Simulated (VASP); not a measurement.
The system is Ru2W.

```xyz
3
Lattice="2.7504 0.0000 0.0000 -1.3752 2.3819 0.0000 0.0000 0.0000 7.3275" Properties=species:S:1:pos:R:3 pbc="T T T"
Ru    0.0000    0.0000    4.9479
Ru    0.0000    0.0000    2.3797
W     0.0000    0.0000    0.0000
```

The cell was generated, and may not be a known phase.

* Program: VASP 6.6.1
* Task: relaxation of cell and atoms
* Functional: PBE
* Potentials or basis: VASP PAW PBE potentials, release 64 (Ru_pv, W_sv)
* Cutoff: 600 eV
* k mesh: 18 × 18 × 6
* Occupations: gaussian, width 0.1 eV
* Spin: no spin polarisation

At the start: pressure 1.0 GPa; volume 16.00 Å³/atom.

Where does the relaxation end?

Over 7 steps the energy falls by 3.6 meV/atom and the volume is 16.02 Å³/atom (+0.1 %); space group P6/mmm (No. 191, to 0.1 Å) before and after.

Step by step:
```tsv
step	energy change (eV)	largest force (eV/Å)	pressure (GPa)	volume (Å³)
1	0.0000	0.3551	1.01	48.00
2	-0.0040	0.0640	-2.77	48.71
3	-0.0063	0.1777	-1.43	48.45
4	-0.0093	0.0213	0.80	47.93
5	-0.0102	0.0521	0.00	48.09
6	-0.0104	0.0295	0.09	48.03
7	-0.0107	0.0046	0.05	48.06
```

Final structure:
```
Ru W
1.0
     2.75711    0.00000    0.00000
    -1.37855    2.38773    0.00000
     0.00000    0.00000    7.29991
Ru W
2 1
Direct
  0.00000 0.00000 0.67183
  0.00000 0.00000 0.32817
  0.00000 0.00000 0.00000
```

Caveat: the highest band is partly filled, so the run has too few bands.
